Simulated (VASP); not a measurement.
Runs of VASP 6.6.1 on Sn. The structure is that of space group I4_1/amd (No. 141), or close to it. The cells are those of the table. 

```csv
cell,gap on the mesh (eV),pressure (GPa)
"a = 4.497 Å, angles 97.4, 97.4, 137.8°, 2 atoms",none,-2.9
"a = 4.411 Å, angles 97.4, 97.4, 137.8°, 2 atoms",none,(a)
"a = 4.366 Å, angles 97.4, 97.4, 137.8°, 2 atoms",none,1.8
"a = 4.321 Å, angles 97.4, 97.4, 137.8°, 2 atoms",none,(b)
"a = 4.454 Å, angles 97.4, 97.4, 137.8°, 2 atoms",none,-1.6
```

Alike in all rows: task single point; level PBEsol; potentials or basis VASP PAW PBE potentials, release 64 (Sn_d); no spin polarisation; k mesh 14 × 14 × 14; cutoff (eV) 520; smearing gaussian 0.1 eV.

Task: Fill in the values left out.

Result: (a) 0.0; (b) 4.0.

Caveats: the PAW data sets were made with another functional, which shifts forces and pressure a little; spin-orbit coupling is left out, which moves the levels of the heavy elements; the cell stands under pressure (at least some runs).

A k mesh can miss the band edges, and the runs leave out spin-orbit coupling on Sn.

A gap of «none» marks levels without a gap at the run's occupations.
